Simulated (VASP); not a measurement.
Ti2Te2Se:

```
Ti Te Se
1.0
     4.30991    0.00000    0.00000
     0.00000    4.30991    0.00000
     0.00000    0.00000    6.67962
Ti Te Se
2 2 1
Direct
  0.50000 0.00000 0.50000
  0.00000 0.50000 0.50000
  0.50000 0.50000 0.76672
  0.50000 0.50000 0.23328
  0.00000 0.00000 0.00000
```

```yaml
Program: VASP 6.6.1
Task: relaxation of cell and atoms
Functional: PBE
Potentials_or_basis: VASP PAW PBE potentials, release 64 (Ti_sv, Te, Se)
Cutoff: 600 eV
k_mesh: 10 × 10 × 6
Occupations: gaussian, width 0.1 eV
Spin: no spin polarisation
```

At the start: pressure -0.0 GPa; volume 24.82 Å³/atom.

**Question.** How do energy, volume and symmetry change on relaxing?

**Answer.** Over 34 steps the energy falls by 78.2 meV/atom and the volume is 25.12 Å³/atom (+1.2 %); space group P4/mmm (No. 123, to 0.05 Å).

Step by step:
| step | energy change (eV) | largest force (eV/Å) | pressure (GPa) | volume (Å³) |
| --- | --- | --- | --- | --- |
| 1 | 0.0000 | 0.0701 | -0.03 | 124.08 |
| 2 | -0.0038 | 0.0395 | -0.07 | 123.99 |
| 3 | -0.0117 | 0.0576 | -0.17 | 123.72 |
| 4 | -0.0158 | 0.2855 | -0.33 | 123.07 |
| 5 | -0.0184 | 0.2465 | -0.14 | 122.72 |
| 6 | -0.0231 | 0.1545 | 0.48 | 121.64 |
| 7 | -0.0234 | 0.1327 | 0.71 | 121.23 |
| 8 | -0.0280 | 0.1530 | 0.59 | 121.56 |
| 9 | -0.0464 | 0.3051 | 0.19 | 122.49 |
| 10 | -0.1296 | 0.6035 | -0.94 | 124.14 |
| 11 | -0.2741 | 0.8147 | -2.89 | 126.60 |
| 12 | -0.2749 | 0.8224 | -2.89 | 126.64 |
| 13 | -0.2770 | 0.8438 | -2.95 | 126.76 |
| 14 | -0.2782 | 0.8839 | -3.08 | 127.00 |
| 15 | -0.2783 | 0.8701 | -3.04 | 126.92 |
| 16 | -0.2808 | 0.8622 | -3.00 | 126.84 |
| 17 | -0.2880 | 0.8390 | -2.88 | 126.59 |
| 18 | -0.3016 | 0.7917 | -2.63 | 126.11 |
| 19 | -0.3255 | 0.6943 | -2.11 | 125.13 |
| 20 | -0.3589 | 0.4864 | -1.02 | 123.20 |
| 21 | -0.3627 | 0.0135 | 1.48 | 119.38 |
| 22 | -0.3720 | 0.2302 | 0.43 | 121.05 |
| 23 | -0.3720 | 0.2447 | 0.33 | 121.16 |
| 24 | -0.3734 | 0.2310 | 0.33 | 121.28 |
| 25 | -0.3771 | 0.1899 | 0.32 | 121.63 |
| 26 | -0.3821 | 0.1071 | 0.32 | 122.34 |
| 27 | -0.3831 | 0.0605 | 0.35 | 123.75 |
| 28 | -0.3841 | 0.0077 | 0.33 | 123.18 |
| 29 | -0.3860 | 0.0545 | 0.05 | 123.99 |
| 30 | -0.3863 | 0.1031 | -0.27 | 124.83 |
| 31 | -0.3882 | 0.0789 | -0.27 | 125.00 |
| 32 | -0.3899 | 0.0483 | -0.18 | 125.21 |
| 33 | -0.3910 | 0.0135 | 0.02 | 125.64 |
| 34 | -0.3910 | 0.0057 | 0.00 | 125.59 |

Final structure:
```yaml
crystal:
  lattice:
    - [3.81130, 0.00000, 0.00000]
    - [0.00000, 3.81130, 0.00000]
    - [0.00000, 0.00000, 8.64590]
  atoms:
    - { symbol: Ti, position: [0.50000, 0.00000, 0.50000] }
    - { symbol: Ti, position: [0.00000, 0.50000, 0.50000] }
    - { symbol: Te, position: [0.50000, 0.50000, 0.74073] }
    - { symbol: Te, position: [0.50000, 0.50000, 0.25927] }
    - { symbol: Se, position: [0.00000, 0.00000, 0.00000] }
```
